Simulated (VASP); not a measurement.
# Sn in VASP: further runs

Sn is run at these levels: PBEsol; tasks: single point.

Program: VASP 6.6.1. These are calculated values, not measurements. Logs are shortened: lines on timing, memory, paths and dates and some standing lists are left out, and cuts for length are marked.

### 1 The cell of the first run

The structure is cubic, space group Im-3m (No. 229). Conventional cell: a = 3.846 Å, b = 3.846 Å, c = 3.846 Å, α = 90.00°, β = 90.00°, γ = 90.00°. Sn (site symmetry m-3m) has 14 Sn at 3.33 to 3.85 Å within 4.4 Å.

### 2 Single point, PBEsol (strain +0.015 along x and y, +0.015 along z)

Contents of INCAR:

```
SYSTEM = Sn
PREC = Accurate
ENCUT = 520
EDIFF = 1E-6
ISMEAR = 0
SIGMA = 0.15
LREAL = .False.
LASPH = .True.
NELM = 100
ALGO = Fast
ISIF = 2
LWAVE = .False.
LCHARG = .False.
GGA = PS
NBANDS = 13
```

Contents of KPOINTS:

```
Automatic mesh
0
Gamma
  18 18 18
  0 0 0
```

Contents of POSCAR:

```
Sn
1.0
   -1.9230715965      1.9230715965      1.9230715965
    1.9230715965     -1.9230715965      1.9230715965
    1.9230715965      1.9230715965     -1.9230715965
Sn
1
Direct
    0.0000000000      0.0000000000      0.0000000000
```

Potentials or basis: VASP PAW PBE potentials, release 64 (Sn_d).

The run is started by

```bash
$ cat potpaw_PBE.64/Sn_d/POTCAR > POTCAR
$ mpirun -np 1 vasp_std > vasp.out
```

OUTCAR:

```text
SYSTEM = Sn
   PREC = Accurate
   ENCUT = 520
   EDIFF = 1E-6
   ISMEAR = 0
   LREAL = .False.
   LASPH = .True.
   NELM = 100
   ISIF = 2
   GGA = PS

 ion  position               nearest neighbor table
   1  0.000  0.000  0.000-

  LATTYP: Found a body centered cubic cell.
 ALAT       =     3.8461431930

  Lattice vectors:

 A1 = (  -1.9230715965,   1.9230715965,   1.9230715965)
 A2 = (   1.9230715965,  -1.9230715965,   1.9230715965)
 A3 = (   1.9230715965,   1.9230715965,  -1.9230715965)

Analysis of symmetry for initial positions (statically):
=====================================================================
 Subroutine PRICEL returns:
 Original cell was already a primitive cell.

 Routine SETGRP: Setting up the symmetry group for a
 body centered cubic supercell.

 Subroutine GETGRP returns: Found 48 space group operations
 (whereof 48 operations were pure point group operations)
 out of a pool of 48 trial point group operations.

The static configuration has the point symmetry O_h .

Analysis of symmetry for dynamics (positions and initial velocities):
=====================================================================
 Subroutine PRICEL returns:
 Original cell was already a primitive cell.

 Routine SETGRP: Setting up the symmetry group for a
 body centered cubic supercell.

 Subroutine GETGRP returns: Found 48 space group operations
 (whereof 48 operations were pure point group operations)
 out of a pool of 48 trial point group operations.

The dynamic configuration has the point symmetry O_h .

 Subroutine INISYM returns: Found 48 space group operations
 (whereof 48 operations are pure point group operations),
 and found     1 'primitive' translations

----------------------------------------------------------------------------------------

                                     Primitive cell

  volume of cell :      28.4476

  direct lattice vectors                    reciprocal lattice vectors
    -1.923071597  1.923071597  1.923071597     0.000000000  0.260000720  0.260000720
     1.923071597 -1.923071597  1.923071597     0.260000720  0.000000000  0.260000720
     1.923071597  1.923071597 -1.923071597     0.260000720  0.260000720  0.000000000

  length of vectors
     3.330857712  3.330857712  3.330857712     0.367696545  0.367696545  0.367696545

  position of ions in fractional coordinates (direct lattice)
     0.000000000  0.000000000  0.000000000

  ion indices of the primitive-cell ions
[... 83 lines left out ...]
   TEBEG  =    0.0;   TEEND  =   0.0 temperature during run
   PSTRESS=    0.0 pullay stress
   NELECT =      14.0000    total number of electrons
   NUPDOWN=      -1.0000    fix difference up-down
   EMIN   =  10.00;   EMAX   =-10.00  energy-range for DOS
   EFERMI =   0.00;   METHOD = LEGACY
   ISMEAR =     0;   SIGMA  =   0.15  broadening in eV -4-tet -1-fermi 0-gaus
   EFERMI_NEDOS =   21; number of points for ismear=-14 and -15
   IALGO  =     68    algorithm
   IMIX   =      4    mixing-type and parameters
     AMIX     =   0.40;   BMIX     =  1.00
     AMIX_MAG =   1.60;   BMIX_MAG =  1.00
  volume/ion in A,a.u.               =      28.45       191.97
  Fermi-wavevector in a.u.,A,eV,Ry     =   1.292514  2.442498 22.729804  1.670593
  Thomas-Fermi vector in A             =   2.424218
   LORBIT       =      0    0 simple, 1 ext, 2 COOP (PROOUT), +10 PAW based schemes
   GGA     = PS    functional components
   LHFCALC =     F    Hartree Fock is set to
   AEXX    =    0.0000 exact exchange contribution
   IVDW    =     0    specifies the selected vdW correction
   LEPSILON=     F    determine dielectric tensor
   LRPA    =     F    only Hartree local field effects (RPA)
 non-spin polarized calculation
 RMM-DIIS sequential band-by-band and
 Gauss-broadening in eV      SIGMA  =   0.15
  energy-cutoff  :      520.00
  volume of cell :       28.45
 maximum number of plane-waves:       784
 NGX is ok and might be reduce to    28
   NGX = 13   NGY = 13   NGZ = 13

 number of electron      14.0000002 magnetization

 Free energy of the ion-electron system (eV)
  ---------------------------------------------------
  ext. energy  EPLUGINS =         0.00000000
  ---------------------------------------------------
  free energy    TOTEN  =        -4.20361255 eV

  energy without entropy =       -4.19673365  energy(sigma->0) =       -4.20017310

 E-fermi :   7.3813     XC(G=0): -10.2934

 val. band max:        7.3802937758   @ k =  -0.3333   0.4444   0.2222
 cond. band min:       7.4695188169   @ k =  -0.3889  -0.4444   0.0556
 fundamental gap:      0.0892250411
 Fermi energy:         7.3812808186

 k-point     1 :       0.0000    0.0000    0.0000
  band No.  band energies     occupation
      1     -14.0345      2.00000
      2     -14.0345      2.00000
      3     -14.0345      2.00000
      4     -13.9128      2.00000
      5     -13.9128      2.00000
      6      -3.3850      2.00000
      7      14.9280      0.00000
      8      14.9280      0.00000
      9      14.9280      0.00000
     10      19.4117      0.00000
     11      19.4126      0.00000
     12      19.4167      0.00000
     13      19.8138      0.00000
[... 354 lines left out ...]
  band No.  band energies     occupation
      1     -14.0628      2.00000
      2     -14.0086      2.00000
      3     -13.9233      2.00000
      4     -13.9210      2.00000
      5     -13.8538      2.00000
      6       0.7099      2.00000
      7       3.9772      2.00000
      8       9.5611      0.00000
      9      11.9457      0.00000
     10      15.8035      0.00000
     11      17.6178      0.00000
     12      20.6824      0.00000
     13      22.5741      0.00000

 [... further k-points ...]

------------------------ aborting loop because EDIFF is reached ----------------------------------------

  FORCE on cell =-STRESS in cart. coord.  units (eV):
  Direction    XX          YY          ZZ          XY          YZ          ZX
  --------------------------------------------------------------------------------------
  -------------------------------------------------------------------------------------
  Total       -0.6619947     -0.6619947     -0.6619947      0.0000000      0.0000000      0.0000000
  in kB      -37.2836771    -37.2836771    -37.2836771      0.0000000      0.0000000      0.0000000
  external PRESSURE =     -37.2836771 kB  Pullay stress =       0.0000000 kB

 VOLUME and BASIS-vectors are now :
 -----------------------------------------------------------------------------
  energy-cutoff  :      520.00
  volume of cell :       28.45
      direct lattice vectors                 reciprocal lattice vectors
    -1.923071597  1.923071597  1.923071597     0.000000000  0.260000720  0.260000720
     1.923071597 -1.923071597  1.923071597     0.260000720  0.000000000  0.260000720
     1.923071597  1.923071597 -1.923071597     0.260000720  0.260000720  0.000000000

 POSITION                                       TOTAL-FORCE (eV/Angst)
 -----------------------------------------------------------------------------------
      0.00000      0.00000      0.00000         0.000000      0.000000     -0.000000
 -----------------------------------------------------------------------------------
    total drift:                               -0.000000     -0.000000     -0.000000

  FREE ENERGIE OF THE ION-ELECTRON SYSTEM (eV)
  ---------------------------------------------------
  free  energy   TOTEN  =        -4.2036125514 eV

  energy  without entropy=       -4.1967336455  energy(sigma->0) =       -4.20017310
```

OSZICAR:

```text
N       E                     dE             d eps       ncg     rms          rms(c)
DAV:   1     0.796337407139E+02    0.79634E+02   -0.71636E+03  5229   0.158E+03
DAV:   2     0.144516704496E+01   -0.78189E+02   -0.75708E+02  5360   0.335E+02
DAV:   3    -0.410329413698E+01   -0.55485E+01   -0.55258E+01  6107   0.725E+01
DAV:   4    -0.421866945509E+01   -0.11538E+00   -0.11535E+00  5969   0.112E+01
DAV:   5    -0.422263716264E+01   -0.39677E-02   -0.39676E-02  6577   0.202E+00    0.124E+00
RMM:   6    -0.420785850778E+01    0.14779E-01   -0.14839E-02  6387   0.161E+00    0.691E-01
RMM:   7    -0.420376383807E+01    0.40947E-02   -0.10014E-02  6321   0.118E+00    0.112E-01
RMM:   8    -0.420357310878E+01    0.19073E-03   -0.85877E-04  7008   0.436E-01    0.271E-02
RMM:   9    -0.420360922854E+01   -0.36120E-04   -0.36260E-04  7804   0.176E-01    0.230E-02
RMM:  10    -0.420361064648E+01   -0.14179E-05   -0.57689E-05  6717   0.113E-01    0.528E-03
RMM:  11    -0.420361195722E+01   -0.13107E-05   -0.30436E-05  7975   0.564E-02    0.774E-03
RMM:  12    -0.420361255145E+01   -0.59423E-06   -0.45608E-06  5430   0.208E-02
   1 F= -.42036126E+01 E0= -.42001731E+01  d E =-.687891E-02
```

It took 60 s on 1 thread of Intel Xeon 6975P-C, shared host; peak memory 0.2 GiB.

What came out:

| Quantity | Value |
| --- | --- |
| Free energy | -4.2036 eV |
| Pressure | -3.7 GPa |
| Band gap on the k mesh | zero (band 7 reaches 14.93 eV, above the bottom of band 8 at 5.07 eV) |

Levels at points of the mesh, in eV from the Fermi level:
```
           k point  band 4  band 5  band 6  band 7  band 8  band 9  band 10  band 11
(0.00, 0.00, 0.00)  -21.29  -21.29  -10.77    7.55    7.55    7.55    12.03    12.03
(0.50, 0.00, 0.00)  -21.30  -21.22   -6.37   -4.19    3.46    5.27     7.71     8.12
(0.50, 0.50, 0.50)  -21.24  -21.24   -2.75   -0.42   -0.42   -0.42     3.86     3.86
```

Caveat: the cell differs from its parent crystal (strain +0.015 along x and y, +0.015 along z); the PAW data sets were made with another functional, which shifts forces and pressure a little; spin-orbit coupling is left out, which moves the levels of the heavy elements.

### 3 Single point, PBEsol (strain +0.030 along x and y, +0.030 along z)

Contents of INCAR:

```
SYSTEM = Sn
PREC = Accurate
ENCUT = 520
EDIFF = 1E-6
ISMEAR = 0
SIGMA = 0.15
LREAL = .FALSE.
LASPH = .TRUE.
NELM = 60
ALGO = Fast
ISIF = 2
LWAVE = .FALSE.
LCHARG = .FALSE.
GGA = PS
NBANDS = 13
```

Contents of KPOINTS:

```
Automatic mesh
0
G
  18 18 18
  0 0 0
```

Contents of POSCAR:

```
Sn
1.0
   -1.9514913738      1.9514913738      1.9514913738
    1.9514913738     -1.9514913738      1.9514913738
    1.9514913738      1.9514913738     -1.9514913738
Sn
1
Direct
    0.0000000000      0.0000000000      0.0000000000
```

Potentials or basis: VASP PAW PBE potentials, release 64 (Sn_d).

The run is started by

```bash
$ cat potpaw_PBE.64/Sn_d/POTCAR > POTCAR
$ mpirun -np 1 vasp_std > vasp.out
```

It took 59 s on 1 thread of Intel Xeon 6975P-C, shared host; peak memory 0.2 GiB.

The run converged. Its results:

* Free energy: -4.1675 eV
* Pressure: -5.2 GPa
* Band gap on the k mesh: zero (band 7 reaches 14.05 eV, above the bottom of band 8 at 4.71 eV)

Levels at points of the mesh, in eV from the Fermi level:
```
           k point  band 5  band 6  band 7  band 8  band 9  band 10
(0.00, 0.00, 0.00)  -21.30  -10.48    7.16    7.16    7.16    11.92
(0.50, 0.00, 0.00)  -21.24   -6.34   -3.98    3.31    5.10     7.46
(0.50, 0.50, 0.50)  -21.25   -2.99   -0.38   -0.38   -0.38     3.87
```

Caveat: the cell differs from its parent crystal (strain +0.030 along x and y, +0.030 along z); the PAW data sets were made with another functional, which shifts forces and pressure a little; spin-orbit coupling is left out, which moves the levels of the heavy elements.

### 4 Single point, PBEsol (strain -0.030 along x and y, -0.015 along z)

Contents of INCAR:

```
ALGO = Fast
EDIFF = 1E-6
ENCUT = 520
GGA = PS
ISIF = 2
ISMEAR = 0
LASPH = True
LCHARG = False
LREAL = False
LWAVE = False
NBANDS = 13
NELM = 100
PREC = Accurate
SIGMA = 0.15
```

Contents of KPOINTS:

```
k-points
0
Gamma
  18 18 18
```

Contents of POSCAR:

```
Sn
1.0
   -1.8378122646      1.8378122646      1.8662320419
    1.8378122646     -1.8378122646      1.8662320419
    1.8378122646      1.8378122646     -1.8662320419
Sn
1
Direct
    0.0000000000      0.0000000000      0.0000000000
```

The run is started by

```bash
$ cat potpaw_PBE.64/Sn_d/POTCAR > POTCAR
$ mpirun -np 1 vasp_std > vasp.out
```

It took 69 s on 1 thread of Intel Xeon 6975P-C, shared host; peak memory 0.26 GiB.

It converged, with:

```
Free energy            : -4.2255 eV
Pressure               : 2.3 GPa
Band gap on the k mesh : zero (band 7 reaches 17.47 eV, above the bottom of band 8 at 6.16 eV)
```

Stress tensor (GPa, compression positive):
```
2.11 0.00 0.00
0.00 2.11 0.00
0.00 0.00 2.64
```

Levels at points of the mesh, in eV from the Fermi level:
| k point | band 3 | band 4 | band 5 | band 6 | band 7 | band 8 | band 9 | band 10 | band 11 | band 12 |
| --- | --- | --- | --- | --- | --- | --- | --- | --- | --- | --- |
| (0.00, 0.00, 0.00) | -21.49 | -21.33 | -21.32 | -11.67 | 8.60 | 8.70 | 8.70 | 12.14 | 12.35 | 12.35 |
| (0.50, 0.00, 0.00) | -21.33 | -21.33 | -21.22 | -6.54 | -4.84 | 3.93 | 5.78 | 8.49 | 8.62 | 15.42 |
| (0.50, 0.50, 0.00) | -21.33 | -21.32 | -21.21 | -6.43 | -4.79 | 3.73 | 5.50 | 8.24 | 8.36 | 15.97 |
| (0.50, 0.50, 0.50) | -21.24 | -21.24 | -21.24 | -2.05 | -0.77 | -0.47 | -0.47 | 3.76 | 3.90 | 18.63 |

Caveat: the cell differs from its parent crystal (strain -0.030 along x and y, -0.015 along z); the PAW data sets were made with another functional, which shifts forces and pressure a little; spin-orbit coupling is left out, which moves the levels of the heavy elements.

### 5 Summary

| cell | gap on the mesh (eV) | pressure (GPa) |
| --- | --- | --- |
| a = 3.331 Å, angles 109.5°, 1 atom | none | -3.7 |
| a = 3.380 Å, angles 109.5°, 1 atom | none | -5.2 |
| a = 3.200 Å, angles 109.9, 109.9, 108.6°, 1 atom | none | 2.3 |

Alike in all rows: task single point; level PBEsol; potentials or basis VASP PAW PBE potentials, release 64 (Sn_d); no spin polarisation; k mesh 18 × 18 × 18; cutoff (eV) 520; smearing gaussian 0.15 eV.

Caveats: the PAW data sets were made with another functional, which shifts forces and pressure a little; spin-orbit coupling is left out, which moves the levels of the heavy elements.

Total energies depend on the potentials used, so only differences within one code and one set of settings carry meaning.
